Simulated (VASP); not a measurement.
# TaN (P-6m2) in VASP: settings compared

Aim: see how the results for TaN move with the level of theory and the settings. Levels: PBE-based screened hybrid, r2SCAN, LDA. Tasks: single point.

Program: VASP 6.6.1. These are calculated values, not measurements. Logs are shortened: lines on timing, memory, paths and dates and some standing lists are left out, and cuts for length are marked.

## (1) The cell of the first run

It takes space group P-6m2 (No. 187, hexagonal). Conventional cell: a = 2.938 Å, b = 2.938 Å, c = 2.883 Å, α = 90.00°, β = 90.00°, γ = 120.00°. Ta (site symmetry -6m2) has 6 N at 2.23 Å and 2 Ta at 2.88 Å within 2.9 Å. Within 2.9 Å of N (site symmetry -6m2) lie 6 Ta at 2.23 Å and 2 N at 2.88 Å.

## (2) Single point, PBE-based screened hybrid

Contents of POSCAR:

```
TaN
1.0
    2.9380000000      0.0000000000      0.0000000000
   -1.4690000000      2.5443826363      0.0000000000
    0.0000000000      0.0000000000      2.8830000000
Ta N
1 1
Direct
    0.0000000000      0.0000000000      0.5000000000
    0.6666666667      0.3333333333      0.0000000000
```

Contents of INCAR.step1:

```
ALGO     = Normal         # electronic algorithm
EDIFF    = 1E-5           # SCF threshold, eV
ENCUT    = 520            # plane-wave cutoff, eV
GGA      = PE             # functional
ISIF     = 2              # what is computed and relaxed
ISMEAR   = -1             # smearing method
LASPH    = True           # aspherical terms in the spheres
LREAL    = False          # projectors in reciprocal space
LWAVE    = True           # write WAVECAR
NBANDS   = 15             # bands
NELM     = 80             # most SCF steps
PREC     = Accurate       # precision mode
SIGMA    = 0.05           # smearing width, eV
```

Contents of INCAR.step2:

```
AEXX     = 0.4            # exact-exchange fraction
ALGO     = Normal         # electronic algorithm
EDIFF    = 1E-6           # SCF threshold, eV
ENCUT    = 520            # plane-wave cutoff, eV
GGA      = PE             # functional
HFSCREEN = 0.2            # screening, 1/A
ISIF     = 2              # what is computed and relaxed
ISMEAR   = -1             # smearing method
ISTART   = 1            
LASPH    = True           # aspherical terms in the spheres
LCHARG   = True           # write CHGCAR
LELF     = True           # ELF
LHFCALC  = True           # exact exchange
LREAL    = False          # projectors in reciprocal space
LVHAR    = True         
LWAVE    = False          # write WAVECAR
NBANDS   = 15             # bands
NELM     = 80             # most SCF steps
PREC     = Accurate       # precision mode
PRECFOCK = Normal       
SIGMA    = 0.05           # smearing width, eV
```

Contents of KPOINTS:

```
k-points
0
Gamma
  5 5 5
```

Potentials or basis: VASP PAW PBE potentials, release 64 (Ta_pv, N).

Run with:

```console
$ cat potpaw_PBE.64/Ta_pv/POTCAR potpaw_PBE.64/N/POTCAR > POTCAR
$ cp INCAR.step1 INCAR
$ mpirun -np 1 vasp_std > vasp.out
$ cp INCAR.step2 INCAR
$ mpirun -np 1 vasp_std > vasp.out
```

OUTCAR:

```text
AEXX = 0.4
   EDIFF = 1E-6
   ENCUT = 520
   GGA = PE
   HFSCREEN = 0.2
   ISIF = 2
   ISMEAR = -1
   ISTART = 1
   LASPH = True
   LHFCALC = True
   LREAL = False
   NELM = 80
   PREC = Accurate
   PRECFOCK = Normal

 ion  position               nearest neighbor table
   1  0.000  0.000  0.500-   2 2.23   2 2.23   2 2.23   2 2.23   2 2.23   2 2.23
   2  0.667  0.333  0.000-   1 2.23   1 2.23   1 2.23   1 2.23   1 2.23   1 2.23

  LATTYP: Found a hexagonal cell.
 ALAT       =     2.9380000000
 C/A-ratio  =     0.9812797822

  Lattice vectors:

 A1 = (   2.9380000000,   0.0000000000,   0.0000000000)
 A2 = (  -1.4690000000,   2.5443826363,   0.0000000000)
 A3 = (   0.0000000000,   0.0000000000,   2.8830000000)

Analysis of symmetry for initial positions (statically):
=====================================================================
 Subroutine PRICEL returns:
 Original cell was already a primitive cell.

 Routine SETGRP: Setting up the symmetry group for a
 hexagonal supercell.

 Subroutine GETGRP returns: Found 12 space group operations
 (whereof 12 operations were pure point group operations)
 out of a pool of 24 trial point group operations.

The static configuration has the point symmetry D_3h.

Analysis of symmetry for dynamics (positions and initial velocities):
=====================================================================
 Subroutine PRICEL returns:
 Original cell was already a primitive cell.

 Routine SETGRP: Setting up the symmetry group for a
 hexagonal supercell.

 Subroutine GETGRP returns: Found 12 space group operations
 (whereof 12 operations were pure point group operations)
 out of a pool of 24 trial point group operations.

The dynamic configuration has the point symmetry D_3h.

 Subroutine INISYM returns: Found 12 space group operations
 (whereof 12 operations are pure point group operations),
 and found     1 'primitive' translations

----------------------------------------------------------------------------------------

                                     Primitive cell

  volume of cell :      21.5516

  direct lattice vectors                    reciprocal lattice vectors
     2.938000000  0.000000000  0.000000000     0.340367597  0.196511324  0.000000000
    -1.469000000  2.544382636  0.000000000     0.000000000  0.393022648  0.000000000
     0.000000000  0.000000000  2.883000000     0.000000000  0.000000000  0.346860909

  length of vectors
     2.938000000  2.938000000  2.883000000     0.393022648  0.393022648  0.346860909

  position of ions in fractional coordinates (direct lattice)
     0.000000000  0.000000000  0.500000000
     0.666666667  0.333333333  0.000000000

  ion indices of the primitive-cell ions
   primitive index   ion index
                 1           1
                 2           2

----------------------------------------------------------------------------------------

 KPOINTS: k-points

Automatic generation of k-mesh.
 Grid dimensions read from file:
 generate k-points for:    5    5    5

 Generating k-lattice:

  Cartesian coordinates                     Fractional coordinates (reciprocal lattice)
     0.068073519  0.039302265  0.000000000     0.200000000  0.000000000  0.000000000
     0.000000000  0.078604530  0.000000000     0.000000000  0.200000000  0.000000000
     0.000000000  0.000000000  0.069372182     0.000000000  0.000000000  0.200000000

  Length of vectors
     0.078604530  0.078604530  0.069372182

  Shift w.r.t. Gamma in fractional coordinates (k-lattice)
     0.000000000  0.000000000  0.000000000

 Subroutine IBZKPT returns following result:
 ===========================================

 Found     15 irreducible k-points:

 Following reciprocal coordinates:
            Coordinates               Weight
  0.000000  0.000000  0.000000      1.000000
  0.200000  0.000000  0.000000      6.000000
  0.400000  0.000000  0.000000      6.000000
  0.200000  0.200000  0.000000      6.000000
  0.400000  0.200000  0.000000      6.000000
  0.000000  0.000000  0.200000      2.000000
[... 38 lines left out ...]
 NGX is ok and might be reduce to    24
  NGX = 18; NGY = 18; NGZ = 18

 number of electron      16.0000001 magnetization

 Free energy of the ion-electron system (eV)
  ---------------------------------------------------
  ext. energy  EPLUGINS =         0.00000000
  ---------------------------------------------------
  free energy    TOTEN  =       -28.88990376 eV

  energy without entropy =      -28.88768569  energy(sigma->0) =      -28.88879473

 E-fermi :   8.4192     XC(G=0):  -9.3923

 val. band max:        8.4192313362   @ k =   0.0000   0.0000   0.4000
 cond. band min:       8.4192318340   @ k =   0.0000   0.0000   0.4000
 fundamental gap:      0.0000004978
 Fermi energy:         8.4192315851

 k-point     1 :       0.0000    0.0000    0.0000
  band No.  band energies     occupation
      1     -30.8429      2.00000
      2     -30.5639      2.00000
      3     -30.5639      2.00000
      4     -13.3210      2.00000
      5       2.2068      2.00000
      6       2.2068      2.00000
      7       2.7644      2.00000
      8       4.0335      2.00000
      9      11.2366      0.00000
     10      12.7639      0.00000
     11      12.7639      0.00000
     12      13.3951      0.00000
     13      13.3951      0.00000
     14      22.7130      0.00000
     15      24.4943      0.00000

 k-point     2 :       0.2000    0.0000    0.0000
  band No.  band energies     occupation
      1     -31.0284      2.00000
      2     -30.7789      2.00000
      3     -30.6624      2.00000
      4     -12.4623      2.00000
      5       0.2171      2.00000
      6       2.8080      2.00000
      7       3.0094      2.00000
      8       3.7406      2.00000
      9      11.2565      0.00000
     10      12.9685      0.00000
     11      12.9685      0.00000
     12      13.8739      0.00000
     13      14.2635      0.00000
     14      22.7304      0.00000
     15      24.4938      0.00000
[... 203 lines left out ...]
      3     -30.7956      2.00000
      4     -10.8966      2.00000
      5      -0.7940      2.00000
      6      -0.1317      2.00000
      7       2.2156      2.00000
      8       5.8219      2.00000
      9      12.2544      0.00000
     10      13.1780      0.00000
     11      14.0371      0.00000
     12      16.2277      0.00000
     13      19.9515      0.00000
     14      22.8940      0.00000
     15      24.4005      0.00000

 k-point    15 :       0.4000    0.2000    0.4000
  band No.  band energies     occupation
      1     -31.5099      2.00000
      2     -31.4944      2.00000
      3     -30.9913      2.00000
      4     -10.9679      2.00000
      5      -1.4149      2.00000
      6      -0.2467      2.00000
      7       2.1819      2.00000
      8       6.8145      2.00000
      9      13.5998      0.00000
     10      14.0063      0.00000
     11      15.5045      0.00000
     12      16.8617      0.00000
     13      19.4249      0.00000
     14      21.5186      0.00000
     15      23.0911      0.00000

------------------------ aborting loop because EDIFF is reached ----------------------------------------

  FORCE on cell =-STRESS in cart. coord.  units (eV):
  Direction    XX          YY          ZZ          XY          YZ          ZX
  --------------------------------------------------------------------------------------
  -------------------------------------------------------------------------------------
  Total       -1.2651336     -1.2651336     -1.4581261      0.0000000     -0.0000000      0.0000000
  in kB      -94.0520180    -94.0520180   -108.3993792      0.0000000     -0.0000000      0.0000000
  external PRESSURE =     -98.8344717 kB  Pullay stress =       0.0000000 kB

 VOLUME and BASIS-vectors are now :
 -----------------------------------------------------------------------------
  energy-cutoff  :      520.00
  volume of cell :       21.55
      direct lattice vectors                 reciprocal lattice vectors
     2.938000000  0.000000000  0.000000000     0.340367597  0.196511324  0.000000000
    -1.469000000  2.544382636  0.000000000     0.000000000  0.393022648  0.000000000
     0.000000000  0.000000000  2.883000000     0.000000000  0.000000000  0.346860909

 POSITION                                       TOTAL-FORCE (eV/Angst)
 -----------------------------------------------------------------------------------
      0.00000      0.00000      1.44150         0.000000     -0.000000      0.000000
      1.46900      0.84813      0.00000        -0.000000      0.000000      0.000000
 -----------------------------------------------------------------------------------
    total drift:                                0.000000     -0.000003     -0.000000

  FREE ENERGIE OF THE ION-ELECTRON SYSTEM (eV)
  ---------------------------------------------------
  free  energy   TOTEN  =       -28.8899037614 eV

  energy  without entropy=      -28.8876856904  energy(sigma->0) =      -28.88879473
```

Run time: 8.3 min. Hardware: 1 thread of Intel Xeon Platinum 8488C (Sapphire Rapids), shared host; peak memory 0.25 GiB.

Results:

```
Free energy            : -28.8899 eV
Pressure               : -9.9 GPa
Band gap on the k mesh : zero (filled and empty bands touch)
```

Caveat: the k points lie up to 0.49 Å⁻¹ apart; the PAW data sets were made with another functional, which shifts forces and pressure a little; spin-orbit coupling is left out, which moves the levels of the heavy elements.

## (3) Single point, PBE-based screened hybrid

POSCAR is that of step 2.

Contents of INCAR.step1:

```
SYSTEM = TaN
  PREC = Accurate
  ENCUT = 520
  EDIFF = 1E-5
  ISMEAR = -1
  SIGMA = 0.05
  LREAL = .FALSE.
  LASPH = .TRUE.
  NELM = 80
  ALGO = Normal
  ISIF = 2
  LWAVE = .TRUE.
  NBANDS = 15
  GGA = PE
```

Contents of INCAR.step2:

```
SYSTEM = TaN
  PREC = Accurate
  ENCUT = 520
  EDIFF = 1E-7
  ISMEAR = -1
  SIGMA = 0.05
  LREAL = .FALSE.
  LASPH = .TRUE.
  NELM = 80
  ALGO = Normal
  ISIF = 2
  LWAVE = .FALSE.
  LCHARG = .TRUE.
  GGA = PE
  LHFCALC = .TRUE.
  AEXX = 0.5
  HFSCREEN = 0.2
  PRECFOCK = Normal
  LELF = .TRUE.
  LVHAR = .TRUE.
  NBANDS = 15
  ISTART = 1
```

Contents of KPOINTS:

```
Automatic mesh
0
G
  5 5 5
  0 0 0
```

Potentials or basis: VASP PAW PBE potentials, release 64 (Ta_pv, N).

Run with:

```console
$ cat potpaw_PBE.64/Ta_pv/POTCAR potpaw_PBE.64/N/POTCAR > POTCAR
$ cp INCAR.step1 INCAR
$ mpirun -np 1 vasp_std > vasp.out
$ cp INCAR.step2 INCAR
$ mpirun -np 1 vasp_std > vasp.out
```

Wall time 12 min (1 thread of Intel Xeon Platinum 8488C (Sapphire Rapids), shared host); peak memory 0.26 GiB.

The run converged. Its results:

```
Free energy            : -30.5382 eV
Pressure               : -13.4 GPa
Band gap on the k mesh : zero (filled and empty bands touch)
```

Stress tensor (GPa, compression positive):
```
-12.87   0.00   0.00
  0.00 -12.87   0.00
  0.00   0.00 -14.58
```

Levels at points of the mesh, in eV from the Fermi level:
| k point | band 6 | band 7 | band 8 | band 9 | band 10 | band 11 |
| --- | --- | --- | --- | --- | --- | --- |
| (0.00, 0.00, 0.00) | -6.65 | -6.03 | -4.79 | 2.96 | 4.52 | 4.52 |

Caveat: the k points lie up to 0.49 Å⁻¹ apart; the PAW data sets were made with another functional, which shifts forces and pressure a little; spin-orbit coupling is left out, which moves the levels of the heavy elements.

## (4) Single point, r2SCAN

This run uses another cell than the first one, of 10.99 Å³/atom, 1.020 times its volume.

Contents of POSCAR:

```
TaN
1.0
    2.9574575207      0.0000000000      0.0000000000
   -1.4787287603      2.5612333435      0.0000000000
    0.0000000000      0.0000000000      2.9020932717
Ta N
1 1
Direct
    0.0000000000      0.0000000000      0.5000000000
    0.6666666667      0.3333333333      0.0000000000
```

Contents of INCAR.step1:

```
SYSTEM = TaN
PREC = Accurate
ENCUT = 660
ISMEAR = -1
SIGMA = 0.05
LREAL = .FALSE.
LASPH = .TRUE.
NELM = 120
NBANDS = 16
GGA = PE
ALGO = Normal
EDIFF = 1E-5
LWAVE = .TRUE.
LCHARG = .FALSE.
GGA_COMPAT = .FALSE.
```

Contents of INCAR.step2:

```
SYSTEM = TaN
PREC = Accurate
ENCUT = 660
EDIFF = 1E-6
ISMEAR = -1
SIGMA = 0.05
LREAL = .FALSE.
LASPH = .TRUE.
NELM = 120
ALGO = Normal
ISIF = 2
LWAVE = .FALSE.
LCHARG = .FALSE.
METAGGA = R2SCAN
LMIXTAU = .TRUE.
NBANDS = 16
ISTART = 1
GGA_COMPAT = .FALSE.
```

Contents of KPOINTS:

```
regular mesh
0
G
  10 10 9
  0 0 0
```

Potentials or basis: VASP PAW PBE potentials, release 64 (Ta_sv_GW, N).

Run with:

```console
$ cat potpaw_PBE.64/Ta_sv_GW/POTCAR potpaw_PBE.64/N/POTCAR > POTCAR
$ cp INCAR.step1 INCAR
$ mpirun -np 1 vasp_std > vasp.out
$ cp INCAR.step2 INCAR
$ mpirun -np 1 vasp_std > vasp.out
```

It took 1.8 min on 1 thread of AMD EPYC 9R45 (Zen 5), shared host; peak memory 0.16 GiB.

It converged, with:

- Free energy: -62.9509 eV
- Pressure: -7.2 GPa
- Band gap on the k mesh: zero (band 9 reaches 12.41 eV, above the bottom of band 10 at 12.08 eV)

Levels at points of the mesh, in eV from the Fermi level:
| k point | band 6 | band 7 | band 8 | band 9 | band 10 | band 11 | band 12 | band 13 |
| --- | --- | --- | --- | --- | --- | --- | --- | --- |
| (0.00, 0.00, 0.00) | -4.82 | -4.82 | -4.38 | -3.22 | 2.22 | 3.55 | 3.55 | 4.04 |
| (0.50, 0.00, 0.00) | -8.58 | -5.43 | -3.61 | -3.47 | 3.06 | 3.93 | 5.22 | 5.31 |

Caveat: the PAW data sets were made with another functional, which shifts forces and pressure a little; spin-orbit coupling is left out, which moves the levels of the heavy elements.

## (5) Single point, LDA

This run uses another cell than the first one, of 10.13 Å³/atom, 0.940 times its volume.

Contents of INCAR:

```
SYSTEM = TaN
ALGO = Normal
EDIFF = 1E-6
ENCUT = 600
GGA = CA
GGA_COMPAT = .FALSE.
ISIF = 2
ISMEAR = -1
LASPH = .TRUE.
LCHARG = .TRUE.
LELF = .TRUE.
LREAL = .FALSE.
LVHAR = .TRUE.
LWAVE = .FALSE.
NBANDS = 16
NELM = 120
PREC = Accurate
SIGMA = 0.05
```

Contents of KPOINTS:

```
k-points
0
G
  10 10 9
  0 0 0
```

Contents of POSCAR:

```
TaN
1.0
    2.8780239874      0.0000000000      0.0000000000
   -1.4390119937      2.4924418858      0.0000000000
    0.0000000000      0.0000000000      2.8241467514
Ta N
1 1
Direct
    0.0000000000      0.0000000000      0.5000000000
    0.6666666667      0.3333333333      0.0000000000
```

Potentials or basis: VASP PAW LDA potentials, release 64 (Ta_sv_GW, N).

Run with:

```console
$ cat potpaw_LDA.64/Ta_sv_GW/POTCAR potpaw_LDA.64/N/POTCAR > POTCAR
$ mpirun -np 1 vasp_std > vasp.out
```

Run time: 25 s. Hardware: 1 thread of AMD EPYC 9R45 (Zen 5), shared host; peak memory 0.12 GiB.

The run converged. Its results:

| Property | Result |
| --- | --- |
| Free energy | -27.1996 eV |
| Pressure | 13.4 GPa |
| Band gap on the k mesh | zero (band 9 reaches 13.25 eV, above the bottom of band 10 at 12.94 eV) |

Stress tensor (GPa, compression positive):
```
12.96  0.00  0.00
 0.00 12.96  0.00
 0.00  0.00 14.35
```

Levels at points of the mesh, in eV from the Fermi level:
```
           k point  band 6  band 7  band 8  band 9  band 10  band 11  band 12  band 13
(0.00, 0.00, 0.00)   -4.86   -4.86   -4.52   -2.98     2.78     3.83     3.83     4.27
(0.50, 0.00, 0.00)   -8.60   -5.53   -3.77   -3.26     3.17     4.36     5.50     5.71
```

Caveat: spin-orbit coupling is left out, which moves the levels of the heavy elements.

## (6) Single point, r2SCAN

This run uses another cell than the first one, of 10.13 Å³/atom, 0.940 times its volume.

POSCAR is that of step 5.

Contents of INCAR.step1:

```
ALGO = Normal
EDIFF = 1E-5
ENCUT = 660
GGA = PE
GGA_COMPAT = F
ISMEAR = -1
LASPH = T
LCHARG = F
LREAL = F
LWAVE = T
NBANDS = 16
NELM = 120
PREC = Accurate
SIGMA = 0.05
```

Contents of INCAR.step2:

```
ALGO = Normal
EDIFF = 1E-6
ENCUT = 660
GGA_COMPAT = F
ISIF = 2
ISMEAR = -1
ISTART = 1
LASPH = T
LCHARG = F
LMIXTAU = T
LREAL = F
LWAVE = F
METAGGA = R2SCAN
NBANDS = 16
NELM = 120
PREC = Accurate
SIGMA = 0.05
```

Contents of KPOINTS:

```
k-points
0
Gamma
  10 10 9
```

Potentials or basis: VASP PAW PBE potentials, release 64 (Ta_sv_GW, N).

Run with:

```console
$ cat potpaw_PBE.64/Ta_sv_GW/POTCAR potpaw_PBE.64/N/POTCAR > POTCAR
$ cp INCAR.step1 INCAR
$ mpirun -np 1 vasp_std > vasp.out
$ cp INCAR.step2 INCAR
$ mpirun -np 1 vasp_std > vasp.out
```

It took 60 s on 1 thread of Intel Xeon Platinum 8375C at 2.90GHz (Ice Lake), shared host; peak memory 0.18 GiB.

The run converged. Its results:

| Quantity | Value |
| --- | --- |
| Free energy | -62.8638 eV |
| Pressure | 25.3 GPa |
| Band gap on the k mesh | zero (band 9 reaches 13.63 eV, above the bottom of band 10 at 13.27 eV) |

Stress tensor (GPa, compression positive):
```
24.02  0.00  0.00
 0.00 24.02  0.00
 0.00  0.00 27.82
```

Levels at points of the mesh, in eV from the Fermi level:
```
           k point  band 6  band 7  band 8  band 9  band 10  band 11  band 12  band 13
(0.00, 0.00, 0.00)   -5.20   -5.20   -4.76   -3.33     2.84     3.95     3.95     4.53
(0.50, 0.00, 0.00)   -9.05   -5.86   -3.95   -3.62     3.40     4.43     5.81     5.85
```

Caveat: the PAW data sets were made with another functional, which shifts forces and pressure a little; spin-orbit coupling is left out, which moves the levels of the heavy elements.

## (7) Overview

| level | potentials or basis | cell | k mesh | cutoff (eV) | grid for exact exchange (PRECFOCK) | share of exact exchange | screening parameter | second run | gap on the mesh (eV) | pressure (GPa) |
| --- | --- | --- | --- | --- | --- | --- | --- | --- | --- | --- |
| PBE-based screened hybrid | VASP PAW PBE potentials, release 64 (Ta_pv, N) | a = 2.938, b = 2.938, c = 2.883 Å, angles 90.0, 90.0, 120.0°, 2 atoms | 5 × 5 × 5 | 520 | Normal | 0.4 | 0.2 1/Å | - | none | -9.9 |
| PBE-based screened hybrid | VASP PAW PBE potentials, release 64 (Ta_pv, N) | a = 2.938, b = 2.938, c = 2.883 Å, angles 90.0, 90.0, 120.0°, 2 atoms | 5 × 5 × 5 | 520 | Normal | 0.5 | 0.2 1/Å | - | none | -13.4 |
| r2SCAN | VASP PAW PBE potentials, release 64 (Ta_sv_GW, N) | a = 2.957, b = 2.957, c = 2.902 Å, angles 90.0, 90.0, 120.0°, 2 atoms | 10 × 10 × 9 | 660 | - | - | - | valence_matched | none | -7.2 |
| LDA | VASP PAW LDA potentials, release 64 (Ta_sv_GW, N) | a = 2.878, b = 2.878, c = 2.824 Å, angles 90.0, 90.0, 120.0°, 2 atoms | 10 × 10 × 9 | 600 | - | - | - | valence_matched | none | 13.4 |
| r2SCAN | VASP PAW PBE potentials, release 64 (Ta_sv_GW, N) | a = 2.878, b = 2.878, c = 2.824 Å, angles 90.0, 90.0, 120.0°, 2 atoms | 10 × 10 × 9 | 660 | - | - | - | valence_matched | none | 25.3 |

Alike in all rows: task single point; no spin polarisation; smearing fermi-dirac 0.05 eV.

Caveats: some runs use coarse meshes; spin-orbit coupling is left out, which moves the levels of the heavy elements; the PAW data sets were made with another functional, which shifts forces and pressure a little (some runs).

Absolute energies hang on the potentials; compare differences alone.
